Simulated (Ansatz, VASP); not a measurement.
**Two plane-wave programs on HfO2**

```xyz
6
Lattice="4.8135 0.0000 0.0000 0.0000 4.8135 0.0000 0.0000 0.0000 3.2054" Properties=species:S:1:pos:R:3 pbc="T T T"
Hf    0.0000    0.0000    0.0000
Hf    2.4068    2.4068    1.6027
O     0.9384    3.8751    1.6027
O     1.4683    1.4683    0.0000
O     3.3452    3.3452   -0.0500
O     3.8751    0.9384    1.6027
```

Alike in both runs: task single point; functional PBEsol; k mesh 6 × 6 × 8; no spin polarisation.

|  | VASP | Ansatz |
| --- | --- | --- |
| version | VASP 6.6.1 | Ansatz 0.2.0 |
| potentials or method | VASP PAW PBE potentials, release 64 (Hf_pv, O) | plane waves, PAW |
| plane-wave cutoff (eV) | 520 | 420 |
| occupations | methfessel-paxton of order 1, width 0.01 eV | cold, width 0.01 eV |
| valence electrons in the cell | 44 | 76 |

VASP gave:

```
rms of the force components (eV/Å) : 0.141
```

Task: What did Ansatz give for the same quantities?

Result: rms of the force components (eV/Å): 0.142.

VASP's potentials were made for PBE, not for PBEsol. Atom by atom the forces differ by 0.022 eV/Å (rms over components). VASP's potentials hold 44 valence electrons a cell and Ansatz's 76, so a difference there can come from the potentials and not from the codes.

Neither program's run includes spin-orbit coupling.
